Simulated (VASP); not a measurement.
Wanted: the native input for a VASP 6.6.1 run.

| Property | Result |
| --- | --- |
| Task | single point |
| Functional | PBE |
| Potentials or basis | VASP PAW PBE potentials, release 64 (Mg, O) |
| Cutoff | 520 eV |
| k mesh | 12 × 12 × 10 |
| Occupations | gaussian, width 0.02 eV |
| Spin | no spin polarisation |
| Dipole correction | no |
| Further INCAR settings | ALGO = Normal; EDIFF = 1e-06; NBANDS = 11 |

The structure of MgO lies in POSCAR:

```
MgO
1.0
    3.0095029520      0.0000000000      0.0000000000
   -1.5047514760      2.6063060092      0.0000000000
    0.0000000000      0.0000000000      2.7850718144
Mg O
1 1
Direct
    0.0000000000      0.0000000000      0.0000000000
    0.3333333300      0.6666666700      0.5000000000
```

This cell differs from its parent crystal: strained.

One way to write it, as run:

INCAR

```
SYSTEM = MgO
ALGO = Normal ; EDIFF = 1E-6
ENCUT = 520 ; GGA = PE
ISIF = 2 ; ISMEAR = 0
LASPH = .TRUE. ; LCHARG = .FALSE.
LREAL = .FALSE. ; LWAVE = .FALSE.
NBANDS = 11 ; NELM = 60
PREC = Accurate ; SIGMA = 0.02
```

KPOINTS

```
k-points
0
G
  12 12 10
  0 0 0
```

Potentials or basis: VASP PAW PBE potentials, release 64 (Mg, O).

The run is started by

```sh
$ cat potpaw_PBE.64/Mg/POTCAR potpaw_PBE.64/O/POTCAR > POTCAR
$ mpirun -np 1 vasp_std > vasp.out
```

Results of the run:

```
Pressure               : -10.8 GPa
Band gap on the k mesh : 2.39 eV, indirect (least direct gap 2.82 eV)
```

Caveat: the cell differs from its parent crystal (strained).

It took 14 s on 1 thread of AMD EPYC 9R14 (Zen 4) (shared host), peak memory 0.12 GiB.
